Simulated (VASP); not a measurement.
Te: single point with PBE+D3(BJ)

Crystal: Te.

```xyz
1
Lattice="2.3059 1.3313 1.6910 -2.3059 1.3313 1.6910 0.0000 -2.6626 1.6910" Properties=species:S:1:pos:R:3 pbc="T T T"
Te    0.0000    0.0000    2.5364
```

* Program: VASP 6.6.1
* Task: single point
* Functional: PBE
* Dispersion: D3(BJ)
* Potentials or basis: VASP PAW PBE potentials, release 64 (Te)
* Cutoff: 520 eV
* k mesh: 9 × 9 × 9
* Occupations: tetrahedron
* Spin: no spin polarisation

- Pressure: -0.1 GPa
- Band gap on the k mesh: zero (band 3 reaches 9.50 eV, above the bottom of band 4 at 4.60 eV)
- Dispersion energy per atom: -0.471 eV

Stress tensor (GPa, compression positive):
```
 0.09  0.00  0.00
 0.00  0.09  0.00
 0.00  0.00 -0.48
```

Levels at points of the mesh, in eV from the Fermi level:
```
           k point  band 1  band 2  band 3  band 4  band 5  band 6
(0.00, 0.00, 0.00)  -13.97    0.97    1.44    1.44    6.06    6.06
```

Wall time 7.8 s on 1 thread of Intel(R) Xeon(R) 6975P-C (Granite Rapids), on a shared host, peak memory 0.16 GiB.

Caveat: spin-orbit coupling is left out, which moves the levels of the heavy elements; pairwise dispersion overbinds metals, which lowers pressure and volume; tetrahedron occupations give inexact forces and stress in metals.
